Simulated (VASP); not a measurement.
A run of VASP 6.6.1 is set up as follows.

INCAR

```
SYSTEM = Fe
PREC = Accurate
ENCUT = 520
EDIFF = 1E-6
ISMEAR = -1
SIGMA = 0.05
LREAL = .FALSE.
LASPH = .TRUE.
NELM = 150
ALGO = Normal
ISIF = 2
LWAVE = .FALSE.
LCHARG = .FALSE.
ISPIN = 2
MAGMOM = 2.609 2.609
LORBIT = 11
LMAXMIX = 4
GGA = RE
NBANDS = 19
```

The input KPOINTS:

```
regular mesh
0
G
  17 17 8
  0 0 0
```

POSCAR

```
Fe
1.0
   -1.6015470542      1.6015838448      1.2210004595
    1.6015838448     -1.6015470542      1.2210004595
    3.0009396937      3.0009396937     -1.2209330775
Fe
2
Direct
    0.0000126043      0.9999873957      1.0000000000
    0.7499873957      0.2500126043      0.5000000000
```

Potentials or basis: VASP PAW PBE potentials, release 64 (Fe).

Launch:

```console
$ cat potpaw_PBE.64/Fe/POTCAR > POTCAR
$ mpirun -np 1 vasp_std > vasp.out
```

(1) What does it give for the site moments?

(2) What does it give for the pressure?

(3) Estimate the net moment.

Answers

(1) Fe +2.49 μB.

(2) 6.5 GPa.

(3) 4.98 μB per cell.

Caveat: the PAW data sets were made with another functional, which shifts forces and pressure a little.
